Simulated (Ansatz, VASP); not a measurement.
**One calculation of AlGaN2, two programs**

```
CELL_PARAMETERS angstrom
0.00000 0.00000 4.38433
-3.11529 3.11529 0.00000
-3.11529 -3.11529 0.00000
ATOMIC_POSITIONS crystal
Al 0.50000 0.50000 0.00000
Al 0.50000 0.00000 0.50000
Ga 0.00000 0.00000 0.00000
Ga 0.00000 0.50000 0.50000
N 0.74005 0.25000 0.25000
N 0.74005 0.75000 0.75000
N 0.25995 0.75000 0.25000
N 0.25995 0.25000 0.75000
```

Alike in both runs: functional LDA; k mesh 8 × 8 × 8; occupations gaussian, width 0.01 eV; no spin polarisation.

Ansatz relaxed the structure, and its values are those at the end. VASP's run is a single point on that final structure, the one shown.

|  | VASP | Ansatz |
| --- | --- | --- |
| version | VASP 6.6.1 | Ansatz 0.2.0 |
| potentials or method | VASP PAW LDA potentials, release 64 (Al, Ga_d, N), cutoff 520 eV | scalar-relativistic, plane waves, PAW |
| valence electrons in the cell | 52 | 52 |

|  | VASP | Ansatz | Ansatz less VASP |
| --- | --- | --- | --- |
| gap on the k mesh at the Fermi level (eV) | 3.07 | 3.05 | -0.011 |
| least direct gap on the mesh (eV) | 3.07 | 3.05 | -0.011 |
| pressure (GPa) | 0.9 | 0.0 | -0.89 |
| rms of the force components (eV/Å) | 0.012 | 0.000 | -0.0122 |

LDA's correlation is that of Perdew and Zunger in VASP and of Perdew and Wang (1992) in Ansatz.
